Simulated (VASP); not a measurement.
The system is CuO.

```xyz
4
Lattice="2.2940 -1.6764 0.0000 2.2940 1.6764 0.0000 -0.8327 0.0000 4.9546" Properties=species:S:1:pos:R:3 pbc="T T T"
Cu    0.7307   -0.8382    2.4773
Cu    1.1470    0.8382    0.0000
O     1.6695    0.2736    3.7160
O     2.0859   -0.2736    1.2387
```

Base run:

| Property | Result |
| --- | --- |
| Program | VASP 6.6.1 |
| Functional | PBEsol |
| Dispersion | D4 |
| Potentials or basis | VASP PAW PBE potentials, release 64 (Cu, O) |
| Cutoff | 520 eV |
| k mesh | 10 × 10 × 5 |
| Occupations | fermi-dirac, width 0.05 eV |
| Spin | no spin polarisation |

Its results: band gap on the k mesh zero (bands 17 and 18 overlap by 0.61 eV); pressure 7.7 GPa; largest force 0.108 eV/Å.

The run is repeated on the same cell with these changes: functional from PBEsol to r2SCAN. What comes out?

Band gap on the k mesh zero (bands 17 and 18 overlap by 0.59 eV); pressure 11.1 GPa; largest force 0.019 eV/Å.

Caveats: the cell stands under pressure; the PAW data sets were made with another functional, which shifts forces and pressure a little; semilocal functionals often make such compounds metallic where correlation or magnetic order opens a gap, which also shifts bond lengths.
